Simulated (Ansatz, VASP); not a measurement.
## Two plane-wave programs on BAs

```
B As
1.0
     2.71442    0.00000    0.00000
     0.00000    2.71442    0.00000
     0.00000    0.00000    2.71442
B As
1 1
Direct
  0.00000 0.00000 0.00000
  0.50000 0.50000 0.50000
```

Alike in both runs: task relaxation of cell and atoms; functional PBE; k mesh 15 × 15 × 15; occupations fermi-dirac, width 0.05 eV; no spin polarisation.

|  | VASP | Ansatz |
| --- | --- | --- |
| version | VASP 6.6.1 | Ansatz 0.2.0 |
| potentials or method | VASP PAW PBE potentials, release 64 (B, As) | PAW with Ansatz's default frozen-core files, scalar-relativistic |
| plane-wave cutoff (eV) | 600 | 420 |
| valence electrons in the cell | 8 | 18 |

|  | VASP | Ansatz | Ansatz less VASP |
| --- | --- | --- | --- |
| relaxed volume (Å³/atom) | 12.70 | 12.68 | -0.019 |
| relaxed cell length with the largest relative difference (Å) | 2.940 | 2.938 | -0.0015 |

VASP's potentials hold 8 valence electrons a cell and Ansatz's 18, so a difference there can come from the potentials and not from the codes.

Noted on VASP's run: the volume moved by over 15 % at a fixed basis, so the end points are rough; too few bands were computed for a metal, which touches its energy and stress.
